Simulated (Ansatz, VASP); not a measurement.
**TiTe2 in VASP and in Ansatz**

```
Ti Te
1.0
     3.77700    0.00000    0.00000
    -1.88850    3.27098    0.00000
     0.00000    0.00000    6.49800
Ti Te
1 2
Direct
  0.00000 0.00000 0.00000
  0.66667 0.33333 0.26280
  0.33333 0.66667 0.73720
```

Alike in both runs: task relaxation of cell and atoms; functional PBE; k mesh 11 × 11 × 6; occupations fermi-dirac, width 0.05 eV; no spin polarisation.

|  | VASP | Ansatz |
| --- | --- | --- |
| version | VASP 6.6.1 | Ansatz 0.2.0 |
| potentials or method | VASP PAW PBE potentials, release 64 (Ti_sv, Te) | PAW with Ansatz's default frozen-core files, scalar-relativistic |
| plane-wave cutoff (eV) | 600 | 420 |
| valence electrons in the cell | 24 | 44 |

|  | VASP | Ansatz | Ansatz less VASP |
| --- | --- | --- | --- |
| relaxed volume (Å³/atom) | 28.02 | 28.20 | +0.184 |
| relaxed cell length with the largest relative difference (Å) | 6.825 | 6.873 | +0.0478 |

VASP's potentials hold 24 valence electrons a cell and Ansatz's 44, so a difference there can come from the potentials and not from the codes.

Neither program's run includes spin-orbit coupling.
